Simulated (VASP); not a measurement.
A run of VASP 6.6.1:

The input INCAR:

```
PREC = Accurate
ENCUT = 520
EDIFF = 1E-6
ISMEAR = 0
SIGMA = 0.05
LREAL = F
LASPH = T
NELM = 60
ALGO = Normal
ISIF = 2
LWAVE = F
LCHARG = F
GGA = PE
NBANDS = 36
```

Contents of KPOINTS:

```
Automatic mesh
0
Gamma
  8 8 2
```

Contents of POSCAR:

```
AlN
1.0
    2.2015871003     -2.2015871003      0.0000000000
    2.2015871003      0.0000000000     -2.2015871003
    9.1732795846      8.8063484012      8.4394172178
Al N
6 6
Direct
    1.0000000000     -0.0659666667      0.3958000000
    0.3333333333      0.2951444444      0.2291333333
    0.6666666667      0.5729222222      0.5624666667
    1.0000000000      0.8507000000      0.8958000000
    0.3333333333      0.2118111111      0.7291333333
    0.6666666667      0.6562555556      0.0624666667
    0.6666666667      0.5937555556      0.4374666667
    1.0000000000     -0.0451333333      0.2708000000
    0.3333333333      0.2326444444      0.6041333333
    0.6666666667      0.5104222222      0.9374666667
    0.0000000000     -0.1284666667      0.7708000000
    0.3333333333      0.3159777778      0.1041333333
```

Potentials or basis: VASP PAW PBE potentials, release 64 (Al, N).

Run with:

```sh
$ cat potpaw_PBE.64/Al/POTCAR potpaw_PBE.64/N/POTCAR > POTCAR
$ mpirun -np 1 vasp_std > vasp.out
```

Hardware: 1 thread of Oxide Virtual Turin-like Processor, with other jobs on the host.

Problem. Estimate the wall time of this run.

Solution. Run time: 9.1 min on 1 thread of Oxide Virtual Turin-like Processor, with other jobs on the host, peak memory 0.34 GiB. Counts: scf iterations 13, k points 68.
